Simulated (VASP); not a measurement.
# W (Pbcm) in VASP: notebook, part 2 of 2

VASP 6.6.1. The steps go on from the part before.

**3. Single point, PBEsol**

This run uses another cell than the first one, of 15.48 Å³/atom, 1.045 times its volume.

INCAR reads:

```
SYSTEM = W
  PREC = Accurate
  ENCUT = 520
  EDIFF = 1E-7
  ISMEAR = -1
  SIGMA = 0.1
  LREAL = .False.
  LASPH = .True.
  NELM = 100
  ALGO = Normal
  ISIF = 2
  LWAVE = .False.
  LCHARG = .False.
  GGA = PS
  NBANDS = 36
```

KPOINTS reads:

```
Automatic mesh
0
Gamma
  8 5 5
  0 0 0
```

POSCAR reads:

```
W
1.0
    2.7326439215      0.0000000000      0.0000000000
    0.0000000000      4.7305456142      0.0000000000
    0.0000000000      0.0000000000      4.7887356037
W
4
Direct
    0.7931700000      0.5631600000      0.2500000000
    0.2068300000      0.0631600000      0.2500000000
    0.2068300000      0.4368400000      0.7500000000
    0.7931700000      0.9368400000      0.7500000000
```

Potentials or basis: VASP PAW PBE potentials, release 64 (W_sv).

The run is started by

```
cat potpaw_PBE.64/W_sv/POTCAR > POTCAR
mpirun -np 1 vasp_std > vasp.out
```

Wall time 2.4 min (1 thread of AMD EPYC 7R13, shared host); peak memory 0.18 GiB.

It converged, with:

```yaml
Free_energy: -53.0770 eV
Pressure: 15.1 GPa
Largest_force: 0.412 eV/Å
Band_gap_on_the_k_mesh: zero (band 28 reaches 12.44 eV, above the bottom of band 29 at 10.89 eV)
```

Forces on the atoms (eV/Å):
```
W   -0.412 -0.005  0.000
W    0.412 -0.005  0.000
W    0.412  0.005  0.000
W   -0.412  0.005  0.000
```

Stress tensor (GPa, compression positive):
```
15.60  0.00  0.00
 0.00 16.51  0.00
 0.00  0.00 13.26
```

Levels at points of the mesh, in eV from the Fermi level:
```csv
k point,band 26,band 27,band 28,band 29,band 30,band 31
"(0.00, 0.00, 0.00)",-0.47,-0.40,-0.40,-0.38,0.01,0.54
"(0.50, 0.00, 0.00)",-2.03,-1.45,-1.12,0.05,0.26,0.55
```

Caveat: the PAW data sets were made with another functional, which shifts forces and pressure a little; spin-orbit coupling is left out, which moves the levels of the heavy elements.

**4. Single point, PBEsol**

This run uses another cell than the first one, of 16.15 Å³/atom, 1.091 times its volume.

INCAR reads:

```
SYSTEM = W
PREC = Accurate
ENCUT = 520
EDIFF = 1E-6
ISMEAR = -1
SIGMA = 0.1
LREAL = .FALSE.
LASPH = .TRUE.
NELM = 100
ALGO = Normal
ISIF = 2
LWAVE = .FALSE.
LCHARG = .FALSE.
GGA = PS
NBANDS = 36
```

KPOINTS reads:

```
Automatic mesh
0
G
  8 5 5
  0 0 0
```

POSCAR reads:

```
W
1.0
    2.7716869667      0.0000000000      0.0000000000
    0.0000000000      4.7981339688      0.0000000000
    0.0000000000      0.0000000000      4.8571553562
W
4
Direct
    0.7931700000      0.5631600000      0.2500000000
    0.2068300000      0.0631600000      0.2500000000
    0.2068300000      0.4368400000      0.7500000000
    0.7931700000      0.9368400000      0.7500000000
```

Potentials or basis: VASP PAW PBE potentials, release 64 (W_sv).

The run is started by

```
cat potpaw_PBE.64/W_sv/POTCAR > POTCAR
mpirun -np 1 vasp_std > vasp.out
```

OUTCAR:

```text
SYSTEM = W
   PREC = Accurate
   ENCUT = 520
   EDIFF = 1E-6
   ISMEAR = -1
   LREAL = .FALSE.
   LASPH = .TRUE.
   NELM = 100
   ISIF = 2
   GGA = PS

 ion  position               nearest neighbor table
   1  0.793  0.563  0.250-   2 2.66   2 2.66   3 2.75   3 2.75   2 2.90   2 2.90   3 2.98   3 2.98
                             4 3.02   4 3.02
   2  0.207  0.063  0.250-   1 2.66   1 2.66   4 2.75   4 2.75   1 2.90   1 2.90   4 2.98   4 2.98
                             3 3.02   3 3.02
   3  0.207  0.437  0.750-   4 2.66   4 2.66   1 2.75   1 2.75   4 2.90   4 2.90   1 2.98   1 2.98
                             2 3.02   2 3.02
   4  0.793  0.937  0.750-   3 2.66   3 2.66   2 2.75   2 2.75   3 2.90   3 2.90   2 2.98   2 2.98
                             1 3.02   1 3.02

  LATTYP: Found a simple orthorhombic cell.
 ALAT       =     2.7716869667
 B/A-ratio  =     1.7311240506
 C/A-ratio  =     1.7524184421

  Lattice vectors:

 A1 = (   2.7716869667,   0.0000000000,   0.0000000000)
 A2 = (   0.0000000000,   4.7981339688,   0.0000000000)
 A3 = (   0.0000000000,   0.0000000000,   4.8571553562)

Analysis of symmetry for initial positions (statically):
=====================================================================
 Subroutine PRICEL returns:
[... 180 lines left out ...]
 cond. band min:      10.7381289296   @ k =   0.0000   0.4000   0.2000
 fundamental gap:      0.0356068551
 Fermi energy:        10.7036483681

 k-point     1 :       0.0000    0.0000    0.0000
  band No.  band energies     occupation
      1     -63.0434      2.00000
      2     -62.9505      2.00000
      3     -62.9114      2.00000
      4     -62.8532      2.00000
      5     -27.9255      2.00000
      6     -27.8631      2.00000
[... 925 lines left out ...]
     35      14.7174      0.00000
     36      15.2052      0.00000

 [... further k-points ...]

------------------------ aborting loop because EDIFF is reached ----------------------------------------

  FORCE on cell =-STRESS in cart. coord.  units (eV):
  Direction    XX          YY          ZZ          XY          YZ          ZX
  --------------------------------------------------------------------------------------
  -------------------------------------------------------------------------------------
  Total        0.3559374      0.8092319      0.1784394      0.0000000      0.0000000      0.0000000
  in kB        8.8284754     20.0717410      4.4259129      0.0000000      0.0000000      0.0000000
  external PRESSURE =      11.1087098 kB  Pullay stress =       0.0000000 kB

 VOLUME and BASIS-vectors are now :
 -----------------------------------------------------------------------------
  energy-cutoff  :      520.00
  volume of cell :       64.59
      direct lattice vectors                 reciprocal lattice vectors
     2.771686967  0.000000000  0.000000000     0.360791104  0.000000000  0.000000000
     0.000000000  4.798133969  0.000000000     0.000000000  0.208414356  0.000000000
     0.000000000  0.000000000  4.857155356     0.000000000  0.000000000  0.205881823

 POSITION                                       TOTAL-FORCE (eV/Angst)
 -----------------------------------------------------------------------------------
      2.19842      2.70212      1.21429        -0.213733     -0.025977      0.000000
      0.57327      0.30305      1.21429         0.213733     -0.025977     -0.000000
      0.57327      2.09602      3.64287         0.213733      0.025977      0.000000
      2.19842      4.49508      3.64287        -0.213733      0.025977      0.000000
 -----------------------------------------------------------------------------------
    total drift:                                0.000000     -0.000000      0.000000

  FREE ENERGIE OF THE ION-ELECTRON SYSTEM (eV)
  ---------------------------------------------------
  free  energy   TOTEN  =       -53.2107684297 eV

  energy  without entropy=      -53.0938571166  energy(sigma->0) =      -53.15231277
```

OSZICAR:

```text
N       E                     dE             d eps       ncg     rms          rms(c)
DAV:   1     0.726624492950E+03    0.72662E+03   -0.33456E+04  3240   0.183E+03
DAV:   2    -0.173757736693E+02   -0.74400E+03   -0.72967E+03  3392   0.582E+02
DAV:   3    -0.547386296090E+02   -0.37363E+02   -0.35909E+02  3908   0.125E+02
DAV:   4    -0.557503959113E+02   -0.10118E+01   -0.99524E+00  3824   0.189E+01
DAV:   5    -0.557649928729E+02   -0.14597E-01   -0.14577E-01  3796   0.247E+00    0.415E+01
DAV:   6    -0.537483594129E+02    0.20166E+01   -0.27779E+00  3732   0.122E+01    0.167E+01
DAV:   7    -0.532298007717E+02    0.51856E+00   -0.15135E+00  3912   0.813E+00    0.963E-01
DAV:   8    -0.532110448734E+02    0.18756E-01   -0.41818E-02  3636   0.158E+00    0.187E-01
DAV:   9    -0.532107624046E+02    0.28247E-03   -0.14478E-03  4184   0.238E-01    0.888E-02
DAV:  10    -0.532107701224E+02   -0.77178E-05   -0.83171E-05  3680   0.561E-02    0.162E-02
DAV:  11    -0.532107699516E+02    0.17080E-06   -0.15989E-05  3812   0.296E-02    0.121E-02
DAV:  12    -0.532107685575E+02    0.13941E-05   -0.53071E-07  2108   0.633E-03    0.745E-04
DAV:  13    -0.532107684297E+02    0.12784E-06   -0.63162E-08  1996   0.235E-03
   1 F= -.53210768E+02 E0= -.53152313E+02  d E =-.116911E+00
```

Run time: 2.8 min. Hardware: 1 thread of AMD EPYC 7R13, shared host; peak memory 0.19 GiB.

Results:

```
Free energy            : -53.2108 eV
Pressure               : 1.1 GPa
Largest force          : 0.215 eV/Å
Band gap on the k mesh : zero (band 28 reaches 11.77 eV, above the bottom of band 29 at 10.35 eV)
```

Forces in eV/Å, atoms in the order of the input:
```
W   -0.214 -0.026  0.000
W    0.214 -0.026  0.000
W    0.214  0.026  0.000
W   -0.214  0.026  0.000
```

Stress tensor (GPa, compression positive):
```
0.88 0.00 0.00
0.00 2.01 0.00
0.00 0.00 0.44
```

Levels at points of the mesh, in eV from the Fermi level:
| k point | band 24 | band 25 | band 26 | band 27 | band 28 | band 29 | band 30 | band 31 | band 32 | band 33 |
| --- | --- | --- | --- | --- | --- | --- | --- | --- | --- | --- |
| (0.00, 0.00, 0.00) | -0.60 | -0.47 | -0.41 | -0.38 | -0.37 | -0.33 | -0.08 | 0.55 | 1.61 | 2.55 |
| (0.50, 0.00, 0.00) | -2.37 | -1.95 | -1.88 | -1.35 | -1.09 | 0.08 | 0.23 | 0.55 | 3.06 | 3.21 |

Caveat: the PAW data sets were made with another functional, which shifts forces and pressure a little; spin-orbit coupling is left out, which moves the levels of the heavy elements.

**5. Overview**

| cell | gap on the mesh (eV) | pressure (GPa) | largest force (eV/Å) |
| --- | --- | --- | --- |
| a = 2.692, b = 4.661, c = 4.718 Å, 4 atoms | none | 32.4 | 0.64 |
| a = 2.733, b = 4.731, c = 4.789 Å, 4 atoms | none | 15.1 | 0.41 |
| a = 2.772, b = 4.798, c = 4.857 Å, 4 atoms | none | 1.1 | 0.22 |

Alike in all rows: task single point; level PBEsol; potentials or basis VASP PAW PBE potentials, release 64 (W_sv); no spin polarisation; k mesh 8 × 5 × 5; cutoff (eV) 520; smearing fermi-dirac 0.1 eV.

Caveats: the PAW data sets were made with another functional, which shifts forces and pressure a little; spin-orbit coupling is left out, which moves the levels of the heavy elements.

Absolute energies hang on the potentials; compare differences alone.
